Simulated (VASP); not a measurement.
# F: relaxation of cell and atoms with PBE

F:

```xyz
4
Lattice="3.1705 -1.8885 0.0000 3.1705 1.8885 0.0000 0.0000 0.0000 6.8064" Properties=species:S:1:pos:R:3 pbc="T T T"
F     3.1705   -1.5637    0.6296
F     3.1705   -0.3249    4.0328
F     3.1705    0.3249    2.7736
F     3.1705    1.5637    6.1768
```

```
Program                : VASP 6.6.1
Task                   : relaxation of cell and atoms
Functional             : PBE
Potentials or basis    : VASP PAW PBE potentials, release 64 (F)
Cutoff                 : 600 eV
k mesh                 : 8 × 8 × 4
Occupations            : gaussian, width 0.02 eV
Spin                   : no spin polarisation
Dipole correction      : no
Further INCAR settings : ALGO = Normal; EDIFF = 1e-07; IBRION = 2; EDIFFG = -0.01; NSW = 100; ISIF = 3
```

```
Relaxed volume                        : 16.39 Å³/atom
Relaxed cell                          : a = 3.333 Å, b = 3.333 Å, c = 6.591 Å, α = 90.00°, β = 90.00°, γ = 63.55°
Space group after relaxing (to 0.1 Å) : Cmce (No. 64)
Energy gained by relaxing             : 8.6 meV/atom
Ionic steps                           : 25
Pressure after relaxing               : 0.0 GPa
Largest force after relaxing          : 0.010 eV/Å
Band gap on the k mesh                : 2.83 eV
```

Forces in eV/Å, atoms in the order of the input:
```
F    0.000 -0.006 -0.008
F    0.000  0.006 -0.008
F    0.000 -0.006  0.008
F    0.000  0.006  0.008
```

The path:
```tsv
step	energy change (eV)	largest force (eV/Å)	pressure (GPa)	volume (Å³)
1	0.0000	0.3591	0.26	81.51
2	0.0303	0.9757	-2.32	81.90
3	-0.0034	0.0089	-0.40	81.60
4	-0.0034	0.0156	-0.39	81.60
5	-0.0047	0.0159	-0.39	81.12
6	-0.0084	0.0185	-0.38	79.69
7	-0.0154	0.0300	-0.32	76.88
8	-0.0262	0.0775	-0.05	71.45
9	-0.0140	0.2770	1.52	61.38
10	-0.0281	0.1764	0.34	68.74
11	-0.0290	0.0943	0.18	68.44
12	-0.0295	0.0411	-0.09	67.97
13	-0.0295	0.0356	-0.07	67.99
14	-0.0296	0.0360	-0.07	67.94
15	-0.0298	0.0375	-0.07	67.79
16	-0.0301	0.0404	-0.06	67.48
17	-0.0307	0.0463	-0.04	66.87
18	-0.0314	0.0582	0.00	65.67
19	-0.0310	0.1541	0.51	65.44
20	-0.0316	0.0268	0.20	65.58
21	-0.0320	0.0301	0.19	65.57
22	-0.0330	0.0422	0.20	65.55
23	-0.0340	0.0746	0.23	65.50
24	-0.0321	0.2599	-0.60	65.72
25	-0.0342	0.0096	0.02	65.55
```

Final structure:
```yaml
crystal:
  lattice:
    - [2.83350, -1.75508, 0.00000]
    - [2.83350, 1.75508, 0.00000]
    - [0.00000, 0.00000, 6.59060]
  atoms:
    - { symbol: F, position: [0.90602, 0.09398, 0.09612] }
    - { symbol: F, position: [0.59398, 0.40602, 0.59612] }
    - { symbol: F, position: [0.40602, 0.59398, 0.40388] }
    - { symbol: F, position: [0.09398, 0.90602, 0.90388] }
```

Levels at points of the mesh, in eV from the valence-band top:
```
           k point  band 10  band 11  band 12  band 13  band 14  band 15  band 16  band 17  band 18
(0.00, 0.00, 0.00)    -3.04    -0.41    -0.09    -0.08     0.00     2.83     3.59     9.20    11.96
(0.50, 0.00, 0.00)    -3.23    -0.29    -0.29    -0.10    -0.10     3.30     3.30    13.39    13.39
(0.50, 0.50, 0.00)    -3.23    -0.56    -0.48    -0.09    -0.04     3.02     3.54    13.28    14.54
(0.00, 0.00, 0.50)    -3.08    -0.27    -0.27    -0.04    -0.04     3.18     3.18    10.15    10.15
(0.50, 0.00, 0.50)    -3.24    -0.24    -0.24    -0.05    -0.05     3.27     3.27    13.87    13.87
(0.50, 0.50, 0.50)    -3.28    -0.30    -0.30    -0.29    -0.29     3.27     3.27    13.84    13.84
```

It took 27 min on 1 thread of Intel Xeon 8259CL (shared host), peak memory 0.26 GiB.

Caveat: the volume moved by over 15 % at a fixed basis, so the end points are rough; this functional lacks dispersion, which holds the molecules together, so the pressure and a relaxed volume are unreliable. A k mesh can miss the band edges.
